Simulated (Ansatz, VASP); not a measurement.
# Two plane-wave programs on VCd

INCAR

```
PREC     = Accurate       # precision mode
ENCUT    = 600            # plane-wave cutoff, eV
EDIFF    = 1E-7           # SCF threshold, eV
ISMEAR   = 0              # smearing method
SIGMA    = 0.1            # smearing width, eV
LREAL    = False          # projectors in reciprocal space
LASPH    = True           # aspherical terms in the spheres
NELM     = 150            # most SCF steps
ALGO     = Normal         # electronic algorithm
ISIF     = 3              # what is computed and relaxed
LWAVE    = False          # write WAVECAR
LCHARG   = False          # write CHGCAR
ISPIN    = 2              # spin polarisation
MAGMOM   = 2.27 0         # initial moments
LORBIT   = 11             # projections on sites
LMAXMIX  = 4              # l up to which the mixer works
GGA      = PE             # functional
IBRION   = 2              # ionic algorithm
NSW      = 90             # ionic steps
EDIFFG   = -0.04          # ionic threshold
```

KPOINTS

```
Automatic mesh
0
Gamma
  6 6 6
```

File POSCAR:

```
VCd
1.0
    3.4000791060      0.0000000000      0.0000000000
   -1.7000395530      2.9445548807      0.0000000000
    0.0000000000      0.0000000000      3.3162623784
V Cd
1 1
Direct
    0.0000000000      0.0000000000      0.0000000000
    0.6666666667      0.3333333333      0.5000000000
```

Input for Ansatz:

```yaml
crystal:
  lattice:
    - [3.400079106, 0.0, 0.0]
    - [-1.700039553, 2.9445548807, 0.0]
    - [0.0, 0.0, 3.3162623784]
  atoms:
    - { symbol: V, position: [0.0, 0.0, 0.0], spin: 2.27 }
    - { symbol: Cd, position: [0.6666666667, 0.3333333333, 0.5] }
basis:
  ecutwfc: 420
kpoints:
  mp_grid: { grid: [6, 6, 6] }
hamiltonian:
  xc: pbe
scf:
  occupations: { method: gaussian, width: 0.1 }
  lower_state_search: "off"
output:
  forces: true
  stress: true
  eigenvalues: true
  populations: true
magnetization:
  spin_polarized: true
relax:
  adjacent_minimum: "off"
  f_tol: 0.04
  max_steps: 70
  cell: { stress_tol: 0.4 }
```

Alike in both runs: task relaxation of cell and atoms; functional PBE; k mesh 6 × 6 × 6; occupations gaussian, width 0.1 eV; collinear spin.

|  | VASP | Ansatz |
| --- | --- | --- |
| version | VASP 6.6.1 | Ansatz 0.2.0 |
| potentials or method | VASP PAW PBE potentials, release 64 (V_sv, Cd), cutoff 600 eV | scalar-relativistic, plane waves, PAW |
| valence electrons in the cell | 25 | 33 |

```csv
,VASP,Ansatz,Ansatz less VASP
"gap on the k mesh at the Fermi level, each at its own relaxed structure (eV)",none,none,-
net moment per atom (μB),0.00,0.38,+0.380
size of the moment on the site where the two differ most (μB),0.00,0.59,+0.592
relaxed volume (Å³/atom),17.19,17.20,+0.013
relaxed cell length with the largest relative difference (Å),4.943,4.945,+0.0014
```

The net moments are unlike, so the other rows may belong to different states. Site moments also hang on the region over which each program counts them. A gap of «none» marks a metal or a gap that the smearing closes. VASP's potentials hold 25 valence electrons a cell and Ansatz's 33, so a difference there can come from the potentials and not from the codes. Ansatz's warnings: cell relax basis refresh.
